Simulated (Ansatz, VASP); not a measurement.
## Two plane-wave programs on Ge4P

Contents of INCAR:

```
SYSTEM = Ge4P
  PREC = Accurate
  ENCUT = 520
  EDIFF = 1E-6
  ISMEAR = 0
  SIGMA = 0.1
  LREAL = .FALSE.
  LASPH = .TRUE.
  NELM = 60
  ALGO = Normal
  ISIF = 2
  LWAVE = .FALSE.
  LCHARG = .FALSE.
  GGA = PE
  NBANDS = 38
```

File KPOINTS:

```
regular mesh
0
G
  4 4 4
  0 0 0
```

POSCAR

```
Ge4P
1.0
    0.0000000000      3.6131708100      3.6131708100
    3.6131708100      0.0000000000      3.6131708100
    3.6131708100      3.6131708100      0.0000000000
Ge P
4 1
Direct
    0.8804454800      0.8804454800      0.8804454800
    0.8804454800      0.8804454800      0.3586635500
    0.8804454800      0.3586635500      0.8804454800
    0.3586635500      0.8804454800      0.8804454800
    0.2500000000      0.2500000000      0.2500000000
```

Input for Ansatz:

```yaml
crystal:
  lattice:
    - [0.0, 3.61317081, 3.61317081]
    - [3.61317081, 0.0, 3.61317081]
    - [3.61317081, 3.61317081, 0.0]
  atoms:
    - { symbol: Ge, position: [0.88044548, 0.88044548, 0.88044548] }
    - { symbol: Ge, position: [0.88044548, 0.88044548, 0.35866355] }
    - { symbol: Ge, position: [0.88044548, 0.35866355, 0.88044548] }
    - { symbol: Ge, position: [0.35866355, 0.88044548, 0.88044548] }
    - { symbol: P, position: [0.25, 0.25, 0.25] }
basis:
  ecutwfc: 420
kpoints:
  mp_grid: { grid: [4, 4, 4] }
hamiltonian:
  xc: pbe
scf:
  occupations: { method: gaussian, width: 0.1 }
  lower_state_search: "off"
output:
  forces: true
  stress: true
  eigenvalues: true
```

Alike in both runs: task single point; functional PBE; k mesh 4 × 4 × 4; occupations gaussian, width 0.1 eV; no spin polarisation.

```csv
,VASP,Ansatz
version,VASP 6.6.1,Ansatz 0.2.0
potentials or method,"VASP PAW PBE potentials, release 64 (Ge_d, P), cutoff 520 eV","scalar-relativistic, plane waves, PAW"
valence electrons in the cell,61,61
```

Ansatz gave:

* gap on the k mesh at the Fermi level (eV): none
* pressure (GPa): 17.1
* rms of the force components (eV/Å): 1.477

Q: Estimate VASP's values.

A: gap on the k mesh at the Fermi level (eV): none; pressure (GPa): 17.1; rms of the force components (eV/Å): 1.481.

Atom by atom the forces differ by 0.005 eV/Å (rms over components). A gap of «none» marks a metal or a gap that the smearing closes.

The k mesh is coarse, so the values compare programs but aren't converged.
